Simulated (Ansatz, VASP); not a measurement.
## One calculation of Pd, two programs

Contents of POSCAR:

```
Pd
1.0
    0.0000000000      1.9201927211      1.9201927211
    1.9201927211      0.0000000000      1.9201927211
    1.9201927211      1.9201927211      0.0000000000
Pd
1
Direct
    0.0000000000      0.0000000000      0.0000000000
```

INCAR.step1

```
PREC = Accurate ; ENCUT = 520
EDIFF = 1E-5 ; ISMEAR = -1
SIGMA = 0.05 ; LREAL = F
LASPH = T ; NELM = 60
ALGO = Normal ; ISIF = 2
LWAVE = T ; LCHARG = F
NBANDS = 11 ; GGA = PE
```

The input INCAR.step2:

```
PREC = Accurate ; ENCUT = 520
EDIFF = 1E-7 ; ISMEAR = -1
SIGMA = 0.05 ; LREAL = F
LASPH = T ; NELM = 60
ALGO = Normal ; ISIF = 2
LWAVE = F ; LCHARG = F
METAGGA = R2SCAN ; LHFCALC = T
AEXX = 0.1 ; LMIXTAU = T
PRECFOCK = Normal ; NBANDS = 11
ISTART = 1
```

Contents of KPOINTS:

```
Automatic mesh
0
Gamma
  6 6 6
```

File input.yaml:

```yaml
crystal:
  lattice:
    - [0.0, 1.9201927211, 1.9201927211]
    - [1.9201927211, 0.0, 1.9201927211]
    - [1.9201927211, 1.9201927211, 0.0]
  atoms:
    - { symbol: Pd, position: [0.0, 0.0, 0.0] }
hamiltonian:
  xc: r2scanh
  pseudopotentials: { kind: paw }
kpoints:
  mp_grid: { grid: [6, 6, 6] }
scf:
  occupations: { method: fermi_dirac, width: 0.05 }
output:
  forces: true
  stress: true
  eigenvalues: true
```

Alike in both runs: task single point; functional r2SCANh; k mesh 6 × 6 × 6; occupations fermi-dirac, width 0.05 eV; no spin polarisation.

|  | VASP | Ansatz |
| --- | --- | --- |
| version | VASP 6.6.1 | Ansatz 0.2.0 |
| potentials or method | VASP PAW PBE potentials, release 64 (Pd) | Ansatz PAW |
| plane-wave cutoff (eV) | 520 | 500 |
| valence electrons in the cell | 10 | 18 |

```csv
,VASP,Ansatz,Ansatz less VASP
gap on the k mesh at the Fermi level (eV),none,none,-
pressure (GPa),8.7,7.9,-0.81
```

VASP's potentials were made for PBE, not for r2SCANh. A gap of «none» marks a metal or a gap that the smearing closes. The functional is the same, so the differences come from potentials, cutoffs and numerics. VASP's potentials hold 10 valence electrons a cell and Ansatz's 18, so a difference there can come from the potentials and not from the codes.

The k mesh is coarse, so the values compare programs but aren't converged.
